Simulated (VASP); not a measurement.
# Pr (Fm-3m) in VASP: single point with PBE

Aim: the single point of Pr with PBE.

All numbers are computed with VASP 6.6.1; they aren't measurements. Logs are shortened: lines on timing, memory, paths and dates and some standing lists are left out, and cuts for length are marked.

**1. The cell of the first run**

Symmetry: Fm-3m, No. 225, cubic system. Conventional cell: a = 4.638 Å, b = 4.638 Å, c = 4.638 Å, α = 90.00°, β = 90.00°, γ = 90.00°. Within 4.3 Å of Pr (site symmetry m-3m) lie 12 Pr at 3.28 Å.

**2. Single point, PBE**

Contents of INCAR:

```
PREC = Accurate
ENCUT = 520
EDIFF = 1E-6
ISMEAR = -1
SIGMA = 0.13605693000000002
LREAL = F
LASPH = T
NELM = 100
ALGO = Normal
ISIF = 2
LWAVE = F
LCHARG = F
GGA = PE
NBANDS = 12
```

Contents of KPOINTS:

```
Automatic mesh
0
Gamma
  12 12 12
```

Contents of POSCAR:

```
Pr
1.0
    0.0000000000      2.3187503179      2.3187503179
    2.3187503179      0.0000000000      2.3187503179
    2.3187503179      2.3187503179      0.0000000000
Pr
1
Direct
    0.0000000000      0.0000000000      0.0000000000
```

Potentials or basis: VASP PAW PBE potentials, release 64 (Pr).

Run with:

```console
$ cat potpaw_PBE.64/Pr/POTCAR > POTCAR
$ mpirun -np 1 vasp_std > vasp.out
```

OUTCAR:

```text
PREC = Accurate
   ENCUT = 520
   EDIFF = 1E-6
   ISMEAR = -1
   LREAL = F
   LASPH = T
   NELM = 100
   ISIF = 2
   GGA = PE

 ion  position               nearest neighbor table
   1  0.000  0.000  0.000-

  LATTYP: Found a face centered cubic cell.
 ALAT       =     4.6375006358

  Lattice vectors:

 A1 = (   0.0000000000,   2.3187503179,   2.3187503179)
 A2 = (   2.3187503179,   0.0000000000,   2.3187503179)
 A3 = (   2.3187503179,   2.3187503179,   0.0000000000)

Analysis of symmetry for initial positions (statically):
=====================================================================
 Subroutine PRICEL returns:
 Original cell was already a primitive cell.

 Routine SETGRP: Setting up the symmetry group for a
 face centered cubic supercell.

 Subroutine GETGRP returns: Found 48 space group operations
 (whereof 48 operations were pure point group operations)
 out of a pool of 48 trial point group operations.

The static configuration has the point symmetry O_h .

Analysis of symmetry for dynamics (positions and initial velocities):
=====================================================================
 Subroutine PRICEL returns:
 Original cell was already a primitive cell.

 Routine SETGRP: Setting up the symmetry group for a
 face centered cubic supercell.

 Subroutine GETGRP returns: Found 48 space group operations
 (whereof 48 operations were pure point group operations)
 out of a pool of 48 trial point group operations.

The dynamic configuration has the point symmetry O_h .

 Subroutine INISYM returns: Found 48 space group operations
 (whereof 48 operations are pure point group operations),
 and found     1 'primitive' translations

----------------------------------------------------------------------------------------

                                     Primitive cell

  volume of cell :      24.9340

  direct lattice vectors                    reciprocal lattice vectors
     0.000000000  2.318750318  2.318750318    -0.215633394  0.215633394  0.215633394
     2.318750318  0.000000000  2.318750318     0.215633394 -0.215633394  0.215633394
     2.318750318  2.318750318  0.000000000     0.215633394  0.215633394 -0.215633394

  length of vectors
     3.279208147  3.279208147  3.279208147     0.373487994  0.373487994  0.373487994

  position of ions in fractional coordinates (direct lattice)
     0.000000000  0.000000000  0.000000000

  ion indices of the primitive-cell ions
   primitive index   ion index
                 1           1

----------------------------------------------------------------------------------------

 KPOINTS: Automatic mesh

Automatic generation of k-mesh.
 Grid dimensions read from file:
 generate k-points for:   12   12   12

 Generating k-lattice:

  Cartesian coordinates                     Fractional coordinates (reciprocal lattice)
    -0.017969449  0.017969449  0.017969449     0.083333333  0.000000000  0.000000000
     0.017969449 -0.017969449  0.017969449     0.000000000  0.083333333  0.000000000
     0.017969449  0.017969449 -0.017969449     0.000000000  0.000000000  0.083333333

  Length of vectors
     0.031123999  0.031123999  0.031123999

  Shift w.r.t. Gamma in fractional coordinates (k-lattice)
     0.000000000  0.000000000  0.000000000

 Subroutine IBZKPT returns following result:
 ===========================================

 Found     72 irreducible k-points:

 Following reciprocal coordinates:
            Coordinates               Weight
  0.000000  0.000000  0.000000      1.000000
  0.083333  0.000000  0.000000      8.000000
  0.166667  0.000000  0.000000      8.000000
  0.250000  0.000000  0.000000      8.000000
  0.333333  0.000000  0.000000      8.000000
  0.416667  0.000000  0.000000      8.000000
[... 16 lines left out ...]
  0.500000  0.166667  0.000000     24.000000
 -0.416667  0.166667  0.000000     24.000000
 [... further k-points ...]
   k-points           NKPTS =     72   k-points in BZ     NKDIM =     72   number of bands    NBANDS=     12
   number of dos      NEDOS =    301   number of ions     NIONS =      1
   total plane-waves  NPLWV =  13824
   dimension x,y,z NGX =    24 NGY =   24 NGZ =   24
   dimension x,y,z NGXF=    48 NGYF=   48 NGZF=   48
   ions per type =               1
   NGX,Y,Z   is equivalent  to a cutoff of  12.17, 12.17, 12.17 a.u.
   NGXF,Y,Z  is equivalent  to a cutoff of  24.33, 24.33, 24.33 a.u.
 SYSTEM =  unknown system
   PREC   = accura    normal or accurate (medium, high low for compatibility)
   ISTART =      0    job   : 0-new  1-cont  2-samecut
   ICHARG =      2    charge: 1-file 2-atom 10-const
   ISPIN  =      1    spin polarized calculation?
   LNONCOLLINEAR =      F non collinear calculations
   LSORBIT =      F    spin-orbit coupling
   LASPH  =      T    aspherical Exc in radial PAW
   ENCUT  =  520.0 eV  38.22 Ry    6.18 a.u.   6.10  6.10  6.10*2*pi/ulx,y,z
   NELM   =    100;   NELMIN=  2; NELMDL= -5     # of ELM steps
   EDIFF  = 0.1E-05   stopping-criterion for ELM
   LREAL  =      F    real-space projection
   EDIFFG = 0.1E-04   stopping-criterion for IOM
   NSW    =      0    number of steps for IOM
   IBRION =     -1    ionic relax: 0-MD 1-quasi-New 2-CG
   NFREE  =      0    steps in history (QN), initial steepest desc. (CG)
   ISIF   =      2    stress and relaxation
   ISYM   =      2    0-nonsym 1-usesym 2-fastsym
   POTIM  = 0.5000    time-step for ionic-motion
   TEBEG  =    0.0;   TEEND  =   0.0 temperature during run
   PSTRESS=    0.0 pullay stress
   NELECT =      13.0000    total number of electrons
   NUPDOWN=      -1.0000    fix difference up-down
   EMIN   =  10.00;   EMAX   =-10.00  energy-range for DOS
   EFERMI =   0.00;   METHOD = LEGACY
   ISMEAR =    -1;   SIGMA  =   0.14  broadening in eV -4-tet -1-fermi 0-gaus
   EFERMI_NEDOS =   21; number of points for ismear=-14 and -15
   IALGO  =     38    algorithm
   IMIX   =      4    mixing-type and parameters
     AMIX     =   0.40;   BMIX     =  1.00
     AMIX_MAG =   1.60;   BMIX_MAG =  1.00
  volume/ion in A,a.u.               =      24.93       168.26
  Fermi-wavevector in a.u.,A,eV,Ry     =   1.317625  2.489951 23.621574  1.736137
  Thomas-Fermi vector in A             =   2.447653
   LORBIT       =      0    0 simple, 1 ext, 2 COOP (PROOUT), +10 PAW based schemes
   GGA     = PE    functional components
   LHFCALC =     F    Hartree Fock is set to
   AEXX    =    0.0000 exact exchange contribution
   IVDW    =     0    specifies the selected vdW correction
   LEPSILON=     F    determine dielectric tensor
   LRPA    =     F    only Hartree local field effects (RPA)
 non-spin polarized calculation
  energy-cutoff  :      520.00
  volume of cell :       24.93
 maximum number of plane-waves:       692
   NGX = 13   NGY = 13   NGZ = 13

 number of electron      13.0000000 magnetization

 Free energy of the ion-electron system (eV)
  ---------------------------------------------------
  ext. energy  EPLUGINS =         0.00000000
  ---------------------------------------------------
  free energy    TOTEN  =        -5.37823610 eV

  energy without entropy =       -4.95295324  energy(sigma->0) =       -5.16559467

 E-fermi :   8.8868     XC(G=0): -11.5391

 val. band max:        8.8832375686   @ k =  -0.2500   0.2500   0.0000
 cond. band min:       8.8888022560   @ k =   0.4167   0.1667   0.0000
 fundamental gap:      0.0055646874
 Fermi energy:         8.8867755402

 k-point     1 :       0.0000    0.0000    0.0000
  band No.  band energies     occupation
      1     -27.0416      2.00000
      2      -7.3960      2.00000
      3      -7.3960      2.00000
      4      -7.3960      2.00000
      5       5.9171      2.00000
      6       8.5001      1.88979
      7       9.0470      0.47087
      8       9.0470      0.47087
      9       9.0470      0.47087
     10       9.7417      0.00373
     11       9.7417      0.00373
     12       9.7417      0.00373

 k-point     2 :       0.0833    0.0000    0.0000
  band No.  band energies     occupation
      1     -27.0074      2.00000
      2      -7.6396      2.00000
      3      -7.4227      2.00000
      4      -7.4227      2.00000
      5       6.2414      2.00000
      6       8.4430      1.92621
      7       9.0228      0.53801
      8       9.0604      0.43644
      9       9.0604      0.43644
     10       9.6237      0.00885
     11       9.6237      0.00885
     12       9.7432      0.00369

 k-point     3 :       0.1667    0.0000    0.0000
  band No.  band energies     occupation
      1     -26.9121      2.00000
      2      -8.2613      2.00000
      3      -7.4943      2.00000
      4      -7.4943      2.00000
      5       6.9474      2.00000
      6       8.4091      1.94198
      7       8.9547      0.75553
      8       9.1000      0.34531
      9       9.1000      0.34531
     10       9.4422      0.03318
     11       9.4422      0.03318
     12       9.7471      0.00358
[... 286 lines left out ...]
 k-point    23 :       0.5000    0.1667    0.0000
  band No.  band energies     occupation
      1     -26.4496      2.00000
      2     -10.1156      2.00000
      3      -8.2878      2.00000
      4      -7.9588      2.00000
      5       7.5485      1.99989
      6       8.4017      1.94498
      7       9.0094      0.57744
      8       9.1365      0.27510
      9       9.3879      0.04907
     10       9.4225      0.03825
     11       9.5543      0.01469
     12       9.5743      0.01270

 k-point    24 :      -0.4167    0.1667    0.0000
  band No.  band energies     occupation
      1     -26.4396      2.00000
      2     -10.1440      2.00000
      3      -8.3928      2.00000
      4      -7.8906      2.00000
      5       7.6925      1.99969
      6       8.3274      1.96776
      7       9.0701      0.41264
      8       9.1196      0.30597
      9       9.4057      0.04316
     10       9.4082      0.04238
     11       9.5918      0.01117
     12       9.6289      0.00852

 [... further k-points ...]
[... 5 lines left out ...]
  --------------------------------------------------------------------------------------
  -------------------------------------------------------------------------------------
  Total        0.0232261      0.0232261      0.0232261     -0.0000000     -0.0000000     -0.0000000
  in kB        1.4924346      1.4924346      1.4924346     -0.0000000     -0.0000000     -0.0000000
  external PRESSURE =       1.4924346 kB  Pullay stress =       0.0000000 kB

 VOLUME and BASIS-vectors are now :
 -----------------------------------------------------------------------------
  energy-cutoff  :      520.00
  volume of cell :       24.93
      direct lattice vectors                 reciprocal lattice vectors
     0.000000000  2.318750318  2.318750318    -0.215633394  0.215633394  0.215633394
     2.318750318  0.000000000  2.318750318     0.215633394 -0.215633394  0.215633394
     2.318750318  2.318750318  0.000000000     0.215633394  0.215633394 -0.215633394

 POSITION                                       TOTAL-FORCE (eV/Angst)
 -----------------------------------------------------------------------------------
      0.00000      0.00000      0.00000         0.000000      0.000000     -0.000000
 -----------------------------------------------------------------------------------
    total drift:                               -0.000000      0.000000      0.000000

  FREE ENERGIE OF THE ION-ELECTRON SYSTEM (eV)
  ---------------------------------------------------
  free  energy   TOTEN  =        -5.3782361041 eV

  energy  without entropy=       -4.9529532418  energy(sigma->0) =       -5.16559467
```

Run time: 13 s. Hardware: 1 thread of Intel Xeon 6975P-C (Granite Rapids), shared host; peak memory 0.16 GiB.

Results:

```yaml
Free_energy: -5.3782 eV
Pressure: 0.1 GPa
```

Levels at points of the mesh, in eV from the Fermi level:
```csv
k point,band 3,band 4,band 5,band 6,band 7,band 8,band 9,band 10
"(0.00, 0.00, 0.00)",-16.28,-16.28,-2.97,-0.39,0.16,0.16,0.16,0.85
"(0.50, 0.00, 0.00)",-16.66,-16.66,-2.04,-0.30,0.22,0.22,0.51,0.70
"(0.50, 0.50, 0.00)",-17.36,-17.36,-2.87,-2.14,0.27,0.37,0.37,0.45
```

Caveat: spin-orbit coupling is left out, which moves the levels of the heavy elements. Spin polarisation is off, so any magnetic state and its effect on volume and gap are missing.
